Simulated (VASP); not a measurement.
Cu, 1 atom in the cell. Symmetry: Fm-3m, No. 225, cubic system. The conventional cell has a = 3.518 Å, b = 3.518 Å, c = 3.518 Å, α = 90.00°, β = 90.00°, γ = 90.00°. Cu (site symmetry m-3m) has 12 Cu at 2.49 Å within 3.3 Å. 

| Quantity | Value |
| --- | --- |
| Program | VASP 6.6.1 |
| Task | relaxation of cell and atoms |
| Functional | LDA |
| Potentials or basis | VASP PAW LDA potentials, release 64 (Cu) |
| Cutoff | 600 eV |
| k mesh | 26 × 26 × 26 |
| Occupations | fermi-dirac, width 0.1 eV |
| Spin | no spin polarisation |
| Target pressure | 7 GPa |
| Dipole correction | no |
| Further INCAR settings | ALGO = Normal; EDIFF = 1e-07; IBRION = 2; EDIFFG = -0.002; NSW = 100; ISIF = 3 |

Potentials or basis: VASP PAW LDA potentials, release 64 (Cu).

Run with:

```bash
$ cat potpaw_LDA.64/Cu/POTCAR > POTCAR
$ mpirun -np 1 vasp_std > vasp.out
```

Hardware: 1 thread of Intel(R) Xeon(R) 6975P-C (Granite Rapids), on a shared host.

How long does it take, and how much memory?

It took 64 s on 1 thread of Intel(R) Xeon(R) 6975P-C (Granite Rapids), with other jobs on the host, peak memory 0.19 GiB. Counts: scf iterations 42, k points 511, ion steps 6.
